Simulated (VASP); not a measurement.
# ZrB (Fm-3m) in VASP: further runs

Aim: see how the results for ZrB move with the level of theory and the settings. Levels: PBEsol-based global hybrid with 25 % exact exchange, PBE0, B3LYP, HSE06. Tasks: single point, relaxation of cell and atoms.

All numbers are computed with VASP 6.6.1; they aren't measurements. Logs are shortened: lines on timing, memory, paths and dates and some standing lists are left out, and cuts for length are marked.

## (1) The cell of the first run

The structure is cubic, space group Fm-3m (No. 225). Conventional cell: a = 4.864 Å, b = 4.864 Å, c = 4.864 Å, α = 90.00°, β = 90.00°, γ = 90.00°. Within 3.2 Å of Zr (site symmetry m-3m) lie 6 B at 2.43 Å. Within 3.2 Å of B (site symmetry m-3m) lie 6 Zr at 2.43 Å.

## (2) Single point, PBEsol-based global hybrid with 25 % exact exchange

POSCAR

```
ZrB
1.0
    0.0000000000      2.4320192442      2.4320192442
    2.4320192442      0.0000000000      2.4320192442
    2.4320192442      2.4320192442      0.0000000000
Zr B
1 1
Direct
    0.0000000000      0.0000000000      0.0000000000
    0.5000000000      0.5000000000      0.5000000000
```

INCAR.step1

```
SYSTEM = ZrB
  ALGO = Normal
  EDIFF = 1E-5
  ENCUT = 520
  GGA = PE
  ISIF = 2
  ISMEAR = -1
  LASPH = .True.
  LCHARG = .False.
  LREAL = .False.
  LWAVE = .True.
  NBANDS = 14
  NELM = 60
  PREC = Accurate
  SIGMA = 0.05
```

INCAR.step2

```
SYSTEM = ZrB
  AEXX = 0.25
  ALGO = Normal
  EDIFF = 1E-6
  ENCUT = 520
  GGA = PS
  ISIF = 2
  ISMEAR = -1
  ISTART = 1
  LASPH = .True.
  LCHARG = .False.
  LHFCALC = .True.
  LREAL = .False.
  LWAVE = .False.
  NBANDS = 14
  NELM = 60
  PREC = Accurate
  PRECFOCK = Normal
  SIGMA = 0.05
```

KPOINTS

```
k-points
0
Gamma
  5 5 5
  0 0 0
```

Potentials or basis: VASP PAW PBE potentials, release 64 (Zr_sv, B).

Command:

```console
> cat potpaw_PBE.64/Zr_sv/POTCAR potpaw_PBE.64/B/POTCAR > POTCAR
> cp INCAR.step1 INCAR
> mpirun -np 1 vasp_std > vasp.out
> cp INCAR.step2 INCAR
> mpirun -np 1 vasp_std > vasp.out
```

OUTCAR:

```text
SYSTEM = ZrB
   AEXX = 0.25
   EDIFF = 1E-6
   ENCUT = 520
   GGA = PS
   ISIF = 2
   ISMEAR = -1
   ISTART = 1
   LASPH = .True.
   LHFCALC = .True.
   LREAL = .False.
   NELM = 60
   PREC = Accurate
   PRECFOCK = Normal

 ion  position               nearest neighbor table
   1  0.000  0.000  0.000-   2 2.43   2 2.43   2 2.43   2 2.43   2 2.43   2 2.43
   2  0.500  0.500  0.500-   1 2.43   1 2.43   1 2.43   1 2.43   1 2.43   1 2.43

  LATTYP: Found a face centered cubic cell.
 ALAT       =     4.8640384884

  Lattice vectors:

 A1 = (   0.0000000000,   2.4320192442,   2.4320192442)
 A2 = (   2.4320192442,   0.0000000000,   2.4320192442)
 A3 = (   2.4320192442,   2.4320192442,   0.0000000000)

Analysis of symmetry for initial positions (statically):
=====================================================================
 Subroutine PRICEL returns:
 Original cell was already a primitive cell.

 Routine SETGRP: Setting up the symmetry group for a
 face centered cubic supercell.

 Subroutine GETGRP returns: Found 48 space group operations
 (whereof 48 operations were pure point group operations)
 out of a pool of 48 trial point group operations.

The static configuration has the point symmetry O_h .

Analysis of symmetry for dynamics (positions and initial velocities):
=====================================================================
 Subroutine PRICEL returns:
 Original cell was already a primitive cell.

 Routine SETGRP: Setting up the symmetry group for a
 face centered cubic supercell.

 Subroutine GETGRP returns: Found 48 space group operations
 (whereof 48 operations were pure point group operations)
 out of a pool of 48 trial point group operations.

The dynamic configuration has the point symmetry O_h .

 Subroutine INISYM returns: Found 48 space group operations
 (whereof 48 operations are pure point group operations),
 and found     1 'primitive' translations

----------------------------------------------------------------------------------------

                                     Primitive cell

  volume of cell :      28.7694

  direct lattice vectors                    reciprocal lattice vectors
     0.000000000  2.432019244  2.432019244    -0.205590478  0.205590478  0.205590478
     2.432019244  0.000000000  2.432019244     0.205590478 -0.205590478  0.205590478
     2.432019244  2.432019244  0.000000000     0.205590478  0.205590478 -0.205590478

  length of vectors
     3.439394599  3.439394599  3.439394599     0.356093154  0.356093154  0.356093154

  position of ions in fractional coordinates (direct lattice)
     0.000000000  0.000000000  0.000000000
     0.500000000  0.500000000  0.500000000

  ion indices of the primitive-cell ions
   primitive index   ion index
                 1           1
                 2           2

----------------------------------------------------------------------------------------

 KPOINTS: k-points

Automatic generation of k-mesh.
 Grid dimensions read from file:
 generate k-points for:    5    5    5

 Generating k-lattice:

  Cartesian coordinates                     Fractional coordinates (reciprocal lattice)
    -0.041118096  0.041118096  0.041118096     0.200000000  0.000000000  0.000000000
     0.041118096 -0.041118096  0.041118096     0.000000000  0.200000000  0.000000000
     0.041118096  0.041118096 -0.041118096     0.000000000  0.000000000  0.200000000

  Length of vectors
     0.071218631  0.071218631  0.071218631

  Shift w.r.t. Gamma in fractional coordinates (k-lattice)
     0.000000000  0.000000000  0.000000000

 Subroutine IBZKPT returns following result:
 ===========================================

 Found     10 irreducible k-points:

 Following reciprocal coordinates:
            Coordinates               Weight
  0.000000  0.000000  0.000000      1.000000
  0.200000  0.000000  0.000000      8.000000
  0.400000  0.000000  0.000000      8.000000
  0.200000  0.200000  0.000000      6.000000
  0.400000  0.200000  0.000000     24.000000
 -0.400000  0.200000  0.000000     24.000000
 -0.200000  0.200000  0.000000     12.000000
  0.400000  0.400000  0.000000      6.000000
 -0.400000  0.400000  0.000000     12.000000
 -0.400000  0.400000  0.200000     24.000000
   k-points           NKPTS =     10   k-points in BZ     NKDIM =    125   number of bands    NBANDS=     14
   number of dos      NEDOS =    301   number of ions     NIONS =      2
   total plane-waves  NPLWV =  21952
   dimension x,y,z NGX =    28 NGY =   28 NGZ =   28
   dimension x,y,z NGXF=    56 NGYF=   56 NGZF=   56
   ions per type =               1   1
   NGX,Y,Z   is equivalent  to a cutoff of  13.53, 13.53, 13.53 a.u.
   NGXF,Y,Z  is equivalent  to a cutoff of  27.07, 27.07, 27.07 a.u.
 SYSTEM =  ZrB
   PREC   = accura    normal or accurate (medium, high low for compatibility)
   ISTART =      1    job   : 0-new  1-cont  2-samecut
   ICHARG =      0    charge: 1-file 2-atom 10-const
   ISPIN  =      1    spin polarized calculation?
   LNONCOLLINEAR =      F non collinear calculations
   LSORBIT =      F    spin-orbit coupling
   LASPH  =      T    aspherical Exc in radial PAW
   ENCUT  =  520.0 eV  38.22 Ry    6.18 a.u.   6.39  6.39  6.39*2*pi/ulx,y,z
   NELM   =     60;   NELMIN=  2; NELMDL=  0     # of ELM steps
   EDIFF  = 0.1E-05   stopping-criterion for ELM
   LREAL  =      F    real-space projection
   EDIFFG = 0.1E-04   stopping-criterion for IOM
   NSW    =      0    number of steps for IOM
   IBRION =     -1    ionic relax: 0-MD 1-quasi-New 2-CG
   NFREE  =      0    steps in history (QN), initial steepest desc. (CG)
   ISIF   =      2    stress and relaxation
   ISYM   =      3    0-nonsym 1-usesym 2-fastsym
   POTIM  = 0.5000    time-step for ionic-motion
   TEBEG  =    0.0;   TEEND  =   0.0 temperature during run
   PSTRESS=    0.0 pullay stress
   NELECT =      15.0000    total number of electrons
   NUPDOWN=      -1.0000    fix difference up-down
   EMIN   =  10.00;   EMAX   =-10.00  energy-range for DOS
   EFERMI =   0.00;   METHOD = LEGACY
   ISMEAR =    -1;   SIGMA  =   0.05  broadening in eV -4-tet -1-fermi 0-gaus
   EFERMI_NEDOS =   21; number of points for ismear=-14 and -15
   IALGO  =     38    algorithm
   IMIX   =      1    mixing-type and parameters
     AMIX     =   0.40;   BMIX     =  1.00
     AMIX_MAG =   1.60;   BMIX_MAG =  1.00
  volume/ion in A,a.u.               =      14.38        97.07
  Fermi-wavevector in a.u.,A,eV,Ry     =   1.317634  2.489968 23.621895  1.736160
  Thomas-Fermi vector in A             =   2.447661
   LORBIT       =      0    0 simple, 1 ext, 2 COOP (PROOUT), +10 PAW based schemes
   GGA     = PS    functional components
   LHFCALC =     T    Hartree Fock is set to
   PRECFOCK=normal    Normal, Fast or Accurate (Low or Medium for compatibility)
   ENCUT4O =  -1.0   cutoff for four orbital integrals eV
   NKREDX  =     1    reduce k-point grid by
   NKREDY  =     1    reduce k-point grid by
   NKREDZ  =     1    reduce k-point grid by
   AEXX    =    0.2500 exact exchange contribution
   HFSCREEN=    0.0000 screening length (either q_TF or 0.3 A-1)
   HFSCREENC=   0.0000 screening length for correlation (either q_TF or 0.3 A-1)
   ENCUTFOCK=  -1.0 apply spherical cutoff to Coloumb kernel
   IVDW    =     0    specifies the selected vdW correction
   LEPSILON=     F    determine dielectric tensor
   LRPA    =     F    only Hartree local field effects (RPA)
 non-spin polarized calculation
  energy-cutoff  :      520.00
  volume of cell :       28.77
 maximum number of plane-waves:       794
 NGX is ok and might be reduce to    28
  NGX = 20; NGY = 20; NGZ = 20

 number of electron      15.0000000 magnetization

 Free energy of the ion-electron system (eV)
  ---------------------------------------------------
  ext. energy  EPLUGINS =         0.00000000
  ---------------------------------------------------
  free energy    TOTEN  =       -20.02101937 eV

  energy without entropy =      -20.00786062  energy(sigma->0) =      -20.01443999

 E-fermi :   7.6821     XC(G=0):  -9.2018

 val. band max:        6.9684266589   @ k =   0.2000   0.0000   0.0000
 cond. band min:       7.6946445696   @ k =   0.4000   0.2000   0.0000
 fundamental gap:      0.7262179107
 Fermi energy:         7.6820783700

 k-point     1 :       0.0000    0.0000    0.0000
  band No.  band energies     occupation
      1     -43.7803      2.00000
      2     -20.2000      2.00000
      3     -20.2000      2.00000
      4     -20.2000      2.00000
      5      -2.4385      2.00000
      6      10.1517      0.00000
      7      10.1517      0.00000
      8      10.1517      0.00000
      9      11.6277      0.00000
     10      11.6277      0.00000
     11      11.8678      0.00000
     12      11.8678      0.00000
     13      11.8678      0.00000
     14      19.2688      0.00000

 k-point     2 :       0.2000    0.0000    0.0000
  band No.  band energies     occupation
      1     -43.7544      2.00000
      2     -20.4459      2.00000
      3     -20.2209      2.00000
      4     -20.2209      2.00000
      5      -1.4540      2.00000
      6       6.9684      2.00000
      7       8.3086      0.00001
      8       8.3086      0.00001
      9      11.2526      0.00000
     10      11.2526      0.00000
     11      12.6632      0.00000
     12      15.8605      0.00000
     13      15.8605      0.00000
     14      20.7913      0.00000
[... 105 lines left out ...]
      1     -43.6800      2.00000
      2     -20.7508      2.00000
      3     -20.5414      2.00000
      4     -20.3926      2.00000
      5       0.3293      2.00000
      6       5.4579      2.00000
      7       5.7019      2.00000
      8       8.4308      0.00000
      9      10.7050      0.00000
     10      14.2447      0.00000
     11      15.0061      0.00000
     12      15.7943      0.00000
     13      17.3730      0.00000
     14      21.5066      0.00000

 k-point    10 :      -0.4000    0.4000    0.2000
  band No.  band energies     occupation
      1     -43.6855      2.00000
      2     -20.7039      2.00000
      3     -20.5424      2.00000
      4     -20.3843      2.00000
      5       0.7407      2.00000
      6       4.7895      2.00000
      7       5.7441      2.00000
      8       6.6208      2.00000
      9      12.1699      0.00000
     10      13.7839      0.00000
     11      14.9971      0.00000
     12      15.6925      0.00000
     13      18.2793      0.00000
     14      21.6845      0.00000

------------------------ aborting loop because EDIFF is reached ----------------------------------------

  FORCE on cell =-STRESS in cart. coord.  units (eV):
  Direction    XX          YY          ZZ          XY          YZ          ZX
  --------------------------------------------------------------------------------------
  -------------------------------------------------------------------------------------
  Total        0.0068372      0.0068372      0.0068372      0.0000000      0.0000000      0.0000000
  in kB        0.3807655      0.3807655      0.3807655      0.0000000      0.0000000      0.0000000
  external PRESSURE =       0.3807655 kB  Pullay stress =       0.0000000 kB

 VOLUME and BASIS-vectors are now :
 -----------------------------------------------------------------------------
  energy-cutoff  :      520.00
  volume of cell :       28.77
      direct lattice vectors                 reciprocal lattice vectors
     0.000000000  2.432019244  2.432019244    -0.205590478  0.205590478  0.205590478
     2.432019244  0.000000000  2.432019244     0.205590478 -0.205590478  0.205590478
     2.432019244  2.432019244  0.000000000     0.205590478  0.205590478 -0.205590478

 POSITION                                       TOTAL-FORCE (eV/Angst)
 -----------------------------------------------------------------------------------
      0.00000      0.00000      0.00000        -0.000000      0.000000      0.000000
      2.43202      2.43202      2.43202         0.000000     -0.000000     -0.000000
 -----------------------------------------------------------------------------------
    total drift:                                0.000000      0.000000     -0.000000

  FREE ENERGIE OF THE ION-ELECTRON SYSTEM (eV)
  ---------------------------------------------------
  free  energy   TOTEN  =       -20.0210193730 eV

  energy  without entropy=      -20.0078606156  energy(sigma->0) =      -20.01443999
```

It took 3.9 min on 1 thread of Intel Xeon 6975P-C (Granite Rapids), shared host; peak memory 0.17 GiB.

Results:

```
Free energy            : -20.0210 eV
Pressure               : 0.0 GPa
Band gap on the k mesh : zero (an odd number of electrons rules out a gap without spin polarisation)
```

Levels at points of the mesh, in eV from the Fermi level:
| k point | band 5 | band 6 | band 7 | band 8 | band 9 | band 10 |
| --- | --- | --- | --- | --- | --- | --- |
| (0.00, 0.00, 0.00) | -10.12 | 2.47 | 2.47 | 2.47 | 3.95 | 3.95 |

Caveat: the k points lie up to 0.45 Å⁻¹ apart, too coarse for converged energies and pressures of a metal; the PAW data sets were made with another functional, which shifts forces and pressure a little.

(Part 1 of 2 ends here.)
